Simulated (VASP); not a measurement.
# Ga (P2_1/m) in VASP: settings compared

Ga is run at these levels: r2SCAN, PBEsol; tasks: single point.

Program: VASP 6.6.1. These are calculated values, not measurements. Logs are shortened: lines on timing, memory, paths and dates and some standing lists are left out, and cuts for length are marked.

## 1. The cell of the first run

It takes space group P2_1/m (No. 11, monoclinic). The conventional cell has a = 2.833 Å, b = 3.346 Å, c = 4.293 Å, α = 90.00°, β = 108.61°, γ = 90.00°. Within 3.6 Å of Ga (site symmetry m) lie 10 Ga at 2.76 to 3.35 Å.

## 2. Single point, r2SCAN

File POSCAR:

```
Ga
1.0
    2.8329147839      0.0000000000      0.0000000000
    0.0000000000      3.3459704005      0.0000000000
   -1.3697795742      0.0000000000      4.0685336955
Ga
2
Direct
    0.1345962700      0.7500000000      0.7701668300
    0.8654037300      0.2500000000      0.2298331700
```

File INCAR.step1:

```
PREC = Accurate
ENCUT = 520
ISMEAR = -1
SIGMA = 0.05
LREAL = False
LASPH = True
NELM = 100
NBANDS = 20
GGA = PE
ALGO = Normal
EDIFF = 1E-4
LWAVE = True
LCHARG = False
```

File INCAR.step2:

```
PREC = Accurate
ENCUT = 520
EDIFF = 1E-7
ISMEAR = -1
SIGMA = 0.05
LREAL = False
LASPH = True
NELM = 100
ALGO = Normal
ISIF = 2
LWAVE = False
LCHARG = True
METAGGA = R2SCAN
LMIXTAU = True
LELF = True
LVHAR = True
NBANDS = 20
ISTART = 1
```

File KPOINTS:

```
regular mesh
0
Gamma
  10 8 7
```

Potentials or basis: VASP PAW PBE potentials, release 64 (Ga_d).

Started as:

```bash
cat potpaw_PBE.64/Ga_d/POTCAR > POTCAR
cp INCAR.step1 INCAR
mpirun -np 1 vasp_std > vasp.out
cp INCAR.step2 INCAR
mpirun -np 1 vasp_std > vasp.out
```

OUTCAR:

```text
PREC = Accurate
   ENCUT = 520
   EDIFF = 1E-7
   ISMEAR = -1
   LREAL = False
   LASPH = True
   NELM = 100
   ISIF = 2
   METAGGA = R2SCAN
   ISTART = 1

 ion  position               nearest neighbor table
   1  0.135  0.750  0.770-   2 2.76   2 2.76   2 2.87   2 2.87   2 2.89   2 2.89
   2  0.865  0.250  0.230-   1 2.76   1 2.76   1 2.87   1 2.87   1 2.89   1 2.89

  LATTYP: Found a simple monoclinic cell.
 ALAT       =     2.8329147839
 B/A-ratio  =     1.1811052064
 C/A-ratio  =     1.5153762183
 COS(beta)  =    -0.3190778872

  Lattice vectors:

 A1 = (   2.8329147839,   0.0000000000,   0.0000000000)
 A2 = (   0.0000000000,   3.3459704005,   0.0000000000)
 A3 = (  -1.3697795742,   0.0000000000,   4.0685336955)

Analysis of symmetry for initial positions (statically):
=====================================================================
 Subroutine PRICEL returns:
 Original cell was already a primitive cell.

 Routine SETGRP: Setting up the symmetry group for a
 simple monoclinic supercell.

 Subroutine GETGRP returns: Found  4 space group operations
 (whereof  2 operations were pure point group operations)
 out of a pool of  4 trial point group operations.

The static configuration has the point symmetry S_2 .
 The point group associated with its full space group is C_2h.

Analysis of symmetry for dynamics (positions and initial velocities):
=====================================================================
 Subroutine PRICEL returns:
 Original cell was already a primitive cell.

 Routine SETGRP: Setting up the symmetry group for a
 simple monoclinic supercell.

 Subroutine GETGRP returns: Found  4 space group operations
 (whereof  2 operations were pure point group operations)
 out of a pool of  4 trial point group operations.

The dynamic configuration has the point symmetry S_2 .
 The point group associated with its full space group is C_2h.

 Subroutine INISYM returns: Found  4 space group operations
 (whereof  2 operations are pure point group operations),
 and found     1 'primitive' translations

----------------------------------------------------------------------------------------

                                     Primitive cell

  volume of cell :      38.5650

  direct lattice vectors                    reciprocal lattice vectors
     2.832914784  0.000000000  0.000000000     0.352993322  0.000000000  0.118844547
     0.000000000  3.345970401  0.000000000     0.000000000  0.298866959  0.000000000
    -1.369779574  0.000000000  4.068533696     0.000000000  0.000000000  0.245788796

  length of vectors
     2.832914784  3.345970401  4.292931692     0.372462497  0.298866959  0.245788796

  position of ions in fractional coordinates (direct lattice)
     0.134596270  0.750000000  0.770166830
     0.865403730  0.250000000  0.229833170

  ion indices of the primitive-cell ions
   primitive index   ion index
                 1           1
                 2           2

----------------------------------------------------------------------------------------

 KPOINTS: regular mesh

Automatic generation of k-mesh.
 Grid dimensions read from file:
 generate k-points for:   10    8    7

 Generating k-lattice:

  Cartesian coordinates                     Fractional coordinates (reciprocal lattice)
     0.035299332  0.000000000  0.011884455     0.100000000  0.000000000  0.000000000
     0.000000000  0.037358370  0.000000000     0.000000000  0.125000000  0.000000000
     0.000000000  0.000000000  0.035112685     0.000000000  0.000000000  0.142857143

  Length of vectors
     0.037246250  0.037358370  0.035112685

  Shift w.r.t. Gamma in fractional coordinates (k-lattice)
     0.000000000  0.000000000  0.000000000

 Subroutine IBZKPT returns following result:
 ===========================================

 Found    180 irreducible k-points:

 Following reciprocal coordinates:
            Coordinates               Weight
  0.000000  0.000000  0.000000      1.000000
  0.100000  0.000000  0.000000      2.000000
  0.200000  0.000000  0.000000      2.000000
  0.300000  0.000000 -0.000000      2.000000
  0.400000  0.000000 -0.000000      2.000000
  0.500000  0.000000 -0.000000      1.000000
[... 16 lines left out ...]
  0.400000  0.375000 -0.000000      4.000000
  0.500000  0.375000 -0.000000      2.000000
 [... further k-points ...]
   k-points           NKPTS =    180   k-points in BZ     NKDIM =    180   number of bands    NBANDS=     20
   number of dos      NEDOS =    301   number of ions     NIONS =      2
   total plane-waves  NPLWV =  21504
   dimension x,y,z NGX =    24 NGY =   28 NGZ =   32
   dimension x,y,z NGXF=    48 NGYF=   56 NGZF=   64
   ions per type =               2
   NGX,Y,Z   is equivalent  to a cutoff of  14.08, 13.91, 12.39 a.u.
   NGXF,Y,Z  is equivalent  to a cutoff of  28.17, 27.82, 24.78 a.u.
 SYSTEM =  unknown system
   PREC   = accura    normal or accurate (medium, high low for compatibility)
   ISTART =      1    job   : 0-new  1-cont  2-samecut
   ICHARG =      0    charge: 1-file 2-atom 10-const
   ISPIN  =      1    spin polarized calculation?
   LNONCOLLINEAR =      F non collinear calculations
   LSORBIT =      F    spin-orbit coupling
   LASPH  =      T    aspherical Exc in radial PAW
   ENCUT  =  520.0 eV  38.22 Ry    6.18 a.u.   5.27  6.22  7.98*2*pi/ulx,y,z
   NELM   =    100;   NELMIN=  2; NELMDL=  0     # of ELM steps
   EDIFF  = 0.1E-06   stopping-criterion for ELM
   LREAL  =      F    real-space projection
   EDIFFG = 0.1E-05   stopping-criterion for IOM
   NSW    =      0    number of steps for IOM
   IBRION =     -1    ionic relax: 0-MD 1-quasi-New 2-CG
   NFREE  =      0    steps in history (QN), initial steepest desc. (CG)
   ISIF   =      2    stress and relaxation
   ISYM   =      2    0-nonsym 1-usesym 2-fastsym
   POTIM  = 0.5000    time-step for ionic-motion
   TEBEG  =    0.0;   TEEND  =   0.0 temperature during run
   PSTRESS=    0.0 pullay stress
   NELECT =      26.0000    total number of electrons
   NUPDOWN=      -1.0000    fix difference up-down
   EMIN   =  10.00;   EMAX   =-10.00  energy-range for DOS
   EFERMI =   0.00;   METHOD = LEGACY
   ISMEAR =    -1;   SIGMA  =   0.05  broadening in eV -4-tet -1-fermi 0-gaus
   EFERMI_NEDOS =   21; number of points for ismear=-14 and -15
   IALGO  =     38    algorithm
   IMIX   =      4    mixing-type and parameters
     AMIX     =   0.40;   BMIX     =  1.00
     AMIX_MAG =   1.60;   BMIX_MAG =  1.00
  volume/ion in A,a.u.               =      19.28       130.12
  Fermi-wavevector in a.u.,A,eV,Ry     =   1.435494  2.712691 28.036758  2.060644
  Thomas-Fermi vector in A             =   2.554787
   LORBIT       =      0    0 simple, 1 ext, 2 COOP (PROOUT), +10 PAW based schemes
   METAGGA = R2SCAN    functional components
   LHFCALC =     F    Hartree Fock is set to
   AEXX    =    0.0000 exact exchange contribution
   IVDW    =     0    specifies the selected vdW correction
   LEPSILON=     F    determine dielectric tensor
   LRPA    =     F    only Hartree local field effects (RPA)
 non-spin polarized calculation
  energy-cutoff  :      520.00
  volume of cell :       38.57
 maximum number of plane-waves:      1056
 NGX is ok and might be reduce to    24
   NGX = 11   NGY = 13   NGZ = 15

 number of electron      26.0000002 magnetization

 Free energy of the ion-electron system (eV)
  ---------------------------------------------------
  ext. energy  EPLUGINS =         0.00000000
  ---------------------------------------------------
  free energy    TOTEN  =       -22.71256342 eV

  energy without entropy =      -22.70893740  energy(sigma->0) =      -22.71075041

 E-fermi :   5.1631     XC(G=0): -11.9226

 val. band max:        5.1397467540   @ k =  -0.3000   0.0000   0.1429
 cond. band min:       5.1633791489   @ k =   0.2000   0.1250   0.0000
 fundamental gap:      0.0236323950
 Fermi energy:         5.1630662486

 k-point     1 :       0.0000    0.0000    0.0000
  band No.  band energies     occupation
      1     -10.4420      2.00000
      2     -10.4348      2.00000
      3     -10.3760      2.00000
      4     -10.3746      2.00000
      5     -10.1407      2.00000
      6     -10.1370      2.00000
[... 12 lines left out ...]
     19      16.3602      0.00000
     20      18.3998      0.00000

 k-point     2 :       0.1000    0.0000    0.0000
  band No.  band energies     occupation
      1     -10.4281      2.00000
      2     -10.4258      2.00000
      3     -10.3657      2.00000
      4     -10.3340      2.00000
      5     -10.1562      2.00000
      6     -10.1493      2.00000
[... 12 lines left out ...]
     19      16.8663      0.00000
     20      19.6875      0.00000

 k-point     3 :       0.2000    0.0000    0.0000
  band No.  band energies     occupation
      1     -10.4115      2.00000
      2     -10.3925      2.00000
      3     -10.3196      2.00000
      4     -10.2551      2.00000
      5     -10.1975      2.00000
      6     -10.1765      2.00000
[... 12 lines left out ...]
     19      17.0791      0.00000
     20      20.7509      0.00000

 k-point     4 :       0.3000    0.0000   -0.0000
  band No.  band energies     occupation
      1     -10.3936      2.00000
      2     -10.3620      2.00000
      3     -10.2798      2.00000
      4     -10.2573      2.00000
      5     -10.2505      2.00000
      6     -10.1459      2.00000
[... 12 lines left out ...]
     19      17.2621      0.00000
     20      19.4186      0.00000

 k-point     5 :       0.4000    0.0000   -0.0000
  band No.  band energies     occupation
      1     -10.3819      2.00000
      2     -10.3592      2.00000
      3     -10.2961      2.00000
      4     -10.2824      2.00000
      5     -10.2637      2.00000
      6     -10.1533      2.00000
[... 12 lines left out ...]
     19      16.1062      0.00000
     20      18.1197      0.00000
[... 353 lines left out ...]
      6     -10.1975      2.00000
[... 12 lines left out ...]
     19      15.4193      0.00000
     20      17.1428      0.00000

 k-point    22 :       0.3000    0.3750   -0.0000
  band No.  band energies     occupation
      1     -10.4073      2.00000
      2     -10.3564      2.00000
      3     -10.3127      2.00000
      4     -10.2542      2.00000
      5     -10.1902      2.00000
      6     -10.1764      2.00000
[... 12 lines left out ...]
     19      13.5553      0.00000
     20      15.7559      0.00000

 k-point    23 :       0.4000    0.3750   -0.0000
  band No.  band energies     occupation
      1     -10.4230      2.00000
      2     -10.3583      2.00000
      3     -10.3502      2.00000
      4     -10.2943      2.00000
      5     -10.1875      2.00000
      6     -10.1402      2.00000
[... 12 lines left out ...]
     19      14.0794      0.00000
     20      16.9108      0.00000

 k-point    24 :       0.5000    0.3750   -0.0000
  band No.  band energies     occupation
      1     -10.4299      2.00000
      2     -10.3712      2.00000
      3     -10.3420      2.00000
      4     -10.3237      2.00000
      5     -10.1887      2.00000
      6     -10.1214      2.00000
[... 12 lines left out ...]
     19      16.0743      0.00000
     20      16.6096      0.00000

 [... further k-points ...]

------------------------ aborting loop because EDIFF is reached ----------------------------------------

  FORCE on cell =-STRESS in cart. coord.  units (eV):
  Direction    XX          YY          ZZ          XY          YZ          ZX
  --------------------------------------------------------------------------------------
  -------------------------------------------------------------------------------------
  Total       -0.6037254     -0.8960349     -0.7339132      0.0000000      0.0000000     -0.0942215
  in kB      -25.0816740    -37.2256252    -30.4903033      0.0000000      0.0000000     -3.9144166
  external PRESSURE =     -30.9325342 kB  Pullay stress =       0.0000000 kB

 VOLUME and BASIS-vectors are now :
 -----------------------------------------------------------------------------
  energy-cutoff  :      520.00
  volume of cell :       38.57
      direct lattice vectors                 reciprocal lattice vectors
     2.832914784  0.000000000  0.000000000     0.352993322  0.000000000  0.118844547
     0.000000000  3.345970401  0.000000000     0.000000000  0.298866959  0.000000000
    -1.369779574  0.000000000  4.068533696     0.000000000  0.000000000  0.245788796

 POSITION                                       TOTAL-FORCE (eV/Angst)
 -----------------------------------------------------------------------------------
     -0.67366      2.50948      3.13345        -0.014769      0.000000     -0.024339
      2.13679      0.83649      0.93508         0.014769      0.000000      0.024339
 -----------------------------------------------------------------------------------
    total drift:                               -0.000000     -0.000000      0.000000

  FREE ENERGIE OF THE ION-ELECTRON SYSTEM (eV)
  ---------------------------------------------------
  free  energy   TOTEN  =       -22.7125634242 eV

  energy  without entropy=      -22.7089373990  energy(sigma->0) =      -22.71075041
```

It took 3.4 min on 1 thread of Intel Xeon 6975P-C (Granite Rapids), shared host; peak memory 0.23 GiB.

What came out:

```
Free energy            : -22.7126 eV
Pressure               : -3.1 GPa
Largest force          : 0.028 eV/Å
Band gap on the k mesh : zero (bands 13 and 14 overlap by 8.26 eV)
```

Forces in eV/Å, atoms in the order of the input:
```
Ga  -0.015  0.000 -0.024
Ga   0.015  0.000  0.024
```

Levels at points of the mesh, in eV from the Fermi level:
```csv
k point,band 9,band 10,band 11,band 12,band 13,band 14,band 15,band 16,band 17,band 18
"(0.00, 0.00, 0.00)",-15.24,-15.12,-11.48,-2.08,-1.52,1.87,5.95,9.32,10.45,10.76
"(0.50, 0.00, 0.00)",-15.17,-15.14,-6.40,-5.25,-1.42,0.30,6.21,6.61,8.81,9.24
"(0.00, 0.50, 0.00)",-15.17,-15.17,-7.90,-7.90,1.76,1.76,2.83,2.83,11.61,11.61
"(0.50, 0.50, 0.00)",-15.14,-15.14,-2.99,-2.99,-1.72,-1.72,2.22,2.22,4.82,4.82
```

Caveat: the cell stands under tension; the PAW data sets were made with another functional, which shifts forces and pressure a little.

## 3. Single point, PBEsol

This run uses another cell than the first one, of 13.75 Å³/atom.

File INCAR:

```
SYSTEM = Ga
ALGO = Normal
EDIFF = 1E-7
ENCUT = 520
GGA = PS
ISIF = 2
ISMEAR = -1
LASPH = .TRUE.
LCHARG = .FALSE.
LREAL = .FALSE.
LWAVE = .FALSE.
NBANDS = 20
NELM = 100
PREC = Accurate
SIGMA = 0.05
```

File KPOINTS:

```
k-points
0
G
  10 8 7
  0 0 0
```

File POSCAR:

```
Ga
1.0
    2.5254708183      0.0000000000     -0.0055660490
    0.0000000000      2.8181414047      0.0000000000
   -1.2291170986      0.0000000000      3.8675864093
Ga
2
Direct
    0.1391089225      0.7500000000      0.7654795534
    0.8608910775      0.2500000000      0.2345204466
```

Potentials or basis: VASP PAW PBE potentials, release 64 (Ga_d).

Started as:

```bash
cat potpaw_PBE.64/Ga_d/POTCAR > POTCAR
mpirun -np 1 vasp_std > vasp.out
```

Run time: 80 s. Hardware: 1 thread of Intel Xeon Platinum 8259CL at 2.50GHz (Skylake/Cascade Lake), shared host; peak memory 0.2 GiB.

The run converged. Its results:

```yaml
Free_energy: -6.0799 eV
Pressure: 30.2 GPa
Largest_force: 0.006 eV/Å
Band_gap_on_the_k_mesh: zero (bands 13 and 14 overlap by 11.49 eV)
```

Forces on the atoms (eV/Å):
```
Ga   0.000  0.000 -0.006
Ga   0.000  0.000  0.006
```

Stress tensor (GPa, compression positive):
```
30.21  0.00  0.00
 0.00 30.12  0.00
 0.00  0.00 30.20
```

Levels at points of the mesh, in eV from the Fermi level:
| k point | band 10 | band 11 | band 12 | band 13 | band 14 | band 15 | band 16 | band 17 |
| --- | --- | --- | --- | --- | --- | --- | --- | --- |
| (0.00, 0.00, 0.00) | -14.94 | -14.03 | -4.23 | -2.29 | 3.90 | 8.20 | 11.05 | 12.21 |
| (0.50, 0.00, 0.00) | -14.97 | -7.20 | -6.93 | -2.75 | -0.40 | 7.19 | 9.69 | 9.75 |
| (0.00, 0.50, 0.00) | -15.03 | -8.94 | -8.94 | 1.25 | 1.25 | 2.17 | 2.17 | 14.89 |
| (0.50, 0.50, 0.00) | -14.93 | -3.19 | -3.19 | -1.27 | -1.27 | 2.02 | 2.02 | 5.05 |

Caveat: the cell stands under pressure; the PAW data sets were made with another functional, which shifts forces and pressure a little.

(Part 1 of 2 ends here.)

The gap in the log of VASP goes by the Fermi energy; the results here count the filled bands.